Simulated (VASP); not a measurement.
# Ag (Fm-3m) in VASP: further runs, part 2 of 3

VASP 6.6.1. The steps go on from the part before.

## Step 4: Relaxation of cell and atoms, LDA

This run uses another cell than the first one, of 17.06 Å³/atom.

Contents of INCAR:

```
ALGO     = Normal         # electronic algorithm
EDIFF    = 1E-7           # SCF threshold, eV
EDIFFG   = -0.005         # ionic threshold
ENCUT    = 600            # plane-wave cutoff, eV
GGA      = CA             # functional
IBRION   = 2              # ionic algorithm
ISIF     = 3              # what is computed and relaxed
ISMEAR   = 0              # smearing method
LASPH    = T              # aspherical terms in the spheres
LCHARG   = F              # write CHGCAR
LREAL    = F              # projectors in reciprocal space
LWAVE    = F              # write WAVECAR
NELM     = 80             # most SCF steps
NSW      = 100            # ionic steps
PREC     = Accurate       # precision mode
SIGMA    = 0.1            # smearing width, eV
```

Contents of KPOINTS:

```
k-points
0
Gamma
  18 18 18
```

Contents of POSCAR:

```
Ag
1.0
    0.0000000000      2.0431000000      2.0431000000
    2.0431000000      0.0000000000      2.0431000000
    2.0431000000      2.0431000000      0.0000000000
Ag
1
Direct
    0.0000000000      0.0000000000      0.0000000000
```

Potentials or basis: VASP PAW LDA potentials, release 64 (Ag).

Started as:

```
$ cat potpaw_LDA.64/Ag/POTCAR > POTCAR
$ mpirun -np 1 vasp_std > vasp.out
```

OUTCAR:

```text
EDIFF = 1E-7
   EDIFFG = -0.005
   ENCUT = 600
   GGA = CA
   IBRION = 2
   ISIF = 3
   ISMEAR = 0
   LASPH = T
   LREAL = F
   NELM = 80
   NSW = 100
   PREC = Accurate

 ion  position               nearest neighbor table
   1  0.000  0.000  0.000-

  LATTYP: Found a face centered cubic cell.
 ALAT       =     4.0862000000

  Lattice vectors:

 A1 = (   0.0000000000,   2.0431000000,   2.0431000000)
 A2 = (   2.0431000000,   0.0000000000,   2.0431000000)
 A3 = (   2.0431000000,   2.0431000000,   0.0000000000)

Analysis of symmetry for initial positions (statically):
=====================================================================
 Subroutine PRICEL returns:
 Original cell was already a primitive cell.

 Routine SETGRP: Setting up the symmetry group for a
 face centered cubic supercell.

 Subroutine GETGRP returns: Found 48 space group operations
 (whereof 48 operations were pure point group operations)
 out of a pool of 48 trial point group operations.

The static configuration has the point symmetry O_h .

Analysis of symmetry for dynamics (positions and initial velocities):
=====================================================================
 Subroutine PRICEL returns:
 Original cell was already a primitive cell.

 Routine SETGRP: Setting up the symmetry group for a
 face centered cubic supercell.

 Subroutine GETGRP returns: Found 48 space group operations
 (whereof 48 operations were pure point group operations)
 out of a pool of 48 trial point group operations.

The dynamic configuration has the point symmetry O_h .

 Subroutine INISYM returns: Found 48 space group operations
 (whereof 48 operations are pure point group operations),
 and found     1 'primitive' translations

----------------------------------------------------------------------------------------

[... 118 lines left out ...]
   IVDW    =     0    specifies the selected vdW correction
   LEPSILON=     F    determine dielectric tensor
   LRPA    =     F    only Hartree local field effects (RPA)
 conjugate gradient relaxation of ions
 non-spin polarized calculation
 Gauss-broadening in eV      SIGMA  =   0.10
  energy-cutoff  :      600.00
  volume of cell :       17.06
 maximum number of plane-waves:       588
   NGX = 11   NGY = 11   NGZ = 11

--------------------------------------- Ionic step        1  -------------------------------------------

 number of electron      10.9999999 magnetization

 Free energy of the ion-electron system (eV)
  ---------------------------------------------------
  ext. energy  EPLUGINS =         0.00000000
  ---------------------------------------------------
  free energy    TOTEN  =        -3.76057410 eV

  energy without entropy =       -3.75959183  energy(sigma->0) =       -3.76008297

------------------------ aborting loop because EDIFF is reached ----------------------------------------

  FORCE on cell =-STRESS in cart. coord.  units (eV):
  Direction    XX          YY          ZZ          XY          YZ          ZX
  --------------------------------------------------------------------------------------
  -------------------------------------------------------------------------------------
  Total       -0.7663476     -0.7663476     -0.7663476      0.0000000      0.0000000      0.0000000
  in kB      -71.9842542    -71.9842542    -71.9842542      0.0000000      0.0000000      0.0000000
  external PRESSURE =     -71.9842542 kB  Pullay stress =       0.0000000 kB
[... 162 lines left out ...]
--------------------------------------- Ionic step        6  -------------------------------------------

 number of electron      11.0000002 magnetization

 Free energy of the ion-electron system (eV)
  ---------------------------------------------------
  ext. energy  EPLUGINS =         0.00000000
  ---------------------------------------------------
  free energy    TOTEN  =        -3.78499184 eV

  energy without entropy =       -3.78403746  energy(sigma->0) =       -3.78451465

 E-fermi :   9.0122     XC(G=0): -12.9453

 val. band max:        8.9747544318   @ k =   0.5000   0.2778   0.1111
 cond. band min:       9.1687947740   @ k =   0.5000   0.1111   0.0000
 fundamental gap:      0.1940403422
 Fermi energy:         9.0122145696

 k-point     1 :       0.0000    0.0000    0.0000
  band No.  band energies     occupation
      1       0.7466      2.00000
      2       4.0313      2.00000
      3       4.0313      2.00000
      4       4.0313      2.00000
      5       5.2056      2.00000
      6       5.2056      2.00000
      7      25.1689      0.00000
      8      29.0390      0.00000
      9      29.0390      0.00000
[... 265 lines left out ...]
 k-point    24 :      -0.2222    0.0556    0.0000
  band No.  band energies     occupation
      1       2.2477      2.00000
      2       4.0047      2.00000
      3       4.3061      2.00000
      4       4.3129      2.00000
      5       5.1447      2.00000
      6       5.5492      2.00000
      7      21.0511      0.00000
      8      25.5998      0.00000
      9      28.2339      0.00000

 [... further k-points ...]
[... 5 lines left out ...]
  --------------------------------------------------------------------------------------
  -------------------------------------------------------------------------------------
  Total       -0.0005030     -0.0005030     -0.0005030     -0.0000000     -0.0000000      0.0000000
  in kB       -0.0502340     -0.0502340     -0.0502340     -0.0000000     -0.0000000      0.0000000
  external PRESSURE =      -0.0502340 kB  Pullay stress =       0.0000000 kB
[... 16 lines left out ...]
  FREE ENERGIE OF THE ION-ELECTRON SYSTEM (eV)
  ---------------------------------------------------
  free  energy   TOTEN  =        -3.7849918383 eV

  energy  without entropy=       -3.7840374563  energy(sigma->0) =       -3.78451465

 reached required accuracy - stopping structural energy minimisation
```

OSZICAR:

```text
N       E                     dE             d eps       ncg     rms          rms(c)
DAV:   1     0.480249806171E+02    0.48025E+02   -0.62679E+03  3598   0.125E+03
DAV:   2    -0.365028149443E+01   -0.51675E+02   -0.49285E+02  3598   0.219E+02
[... 42 lines left out ...]
   5 F= -.37849899E+01 E0= -.37845127E+01  d E =-.218786E-05
       N       E                     dE             d eps       ncg     rms          rms(c)
DAV:   1    -0.378503221268E+01   -0.42321E-04   -0.76718E-04  3555   0.346E-01    0.403E-02
DAV:   2    -0.378499304163E+01    0.39171E-04   -0.17517E-04  3548   0.146E-01    0.130E-02
DAV:   3    -0.378499208570E+01    0.95593E-06   -0.21385E-06  3600   0.149E-02    0.845E-03
DAV:   4    -0.378499183810E+01    0.24760E-06   -0.35228E-07  3698   0.538E-03    0.420E-04
DAV:   5    -0.378499183831E+01   -0.20691E-09   -0.32278E-09  1758   0.644E-04
   6 F= -.37849918E+01 E0= -.37845146E+01  d E =-.413196E-05
```

Run time: 84 s. Hardware: 1 thread of Intel Xeon Platinum 8259CL at 2.50GHz (Skylake/Cascade Lake), shared host; peak memory 0.17 GiB.

What came out:

| Item | Value |
| --- | --- |
| Free energy | -3.7850 eV |
| Relaxed volume | 16.04 Å³/atom |
| Relaxed cell | a = 2.831 Å, b = 2.831 Å, c = 2.831 Å, α = 60.00°, β = 60.00°, γ = 60.00° |
| Space group after relaxing (to 0.1 Å) | Fm-3m (No. 225) |
| Energy gained by relaxing | 24.4 meV/atom |
| Ionic steps | 6 |
| Pressure after relaxing | 0.0 GPa |
| Band gap on the k mesh | zero (an odd number of electrons rules out a gap without spin polarisation) |

The path:
| step | energy change (eV) | largest force (eV/Å) | pressure (GPa) | volume (Å³) |
| --- | --- | --- | --- | --- |
| 1 | 0.0000 | 0.0000 | -7.20 | 17.06 |
| 2 | -0.0047 | 0.0000 | 8.30 | 15.23 |
| 3 | -0.0244 | 0.0000 | -0.07 | 16.05 |
| 4 | -0.0244 | 0.0000 | 0.10 | 16.03 |
| 5 | -0.0244 | 0.0000 | -0.07 | 16.05 |
| 6 | -0.0244 | 0.0000 | -0.01 | 16.04 |

Final structure:
```cif
data_structure
_symmetry_space_group_name_H-M 'P 1'
_symmetry_Int_Tables_number 1
_cell_length_a 2.8309
_cell_length_b 2.8309
_cell_length_c 2.8309
_cell_angle_alpha 60.000
_cell_angle_beta 60.000
_cell_angle_gamma 60.000
_cell_volume 16.04
loop_
_atom_site_label
_atom_site_type_symbol
_atom_site_fract_x
_atom_site_fract_y
_atom_site_fract_z
_atom_site_occupancy
Ag1 Ag 0.00000 0.00000 0.00000 1
```

[end of part 2 of 3]

The gap in the log of VASP goes by the Fermi energy; the results here count the filled bands.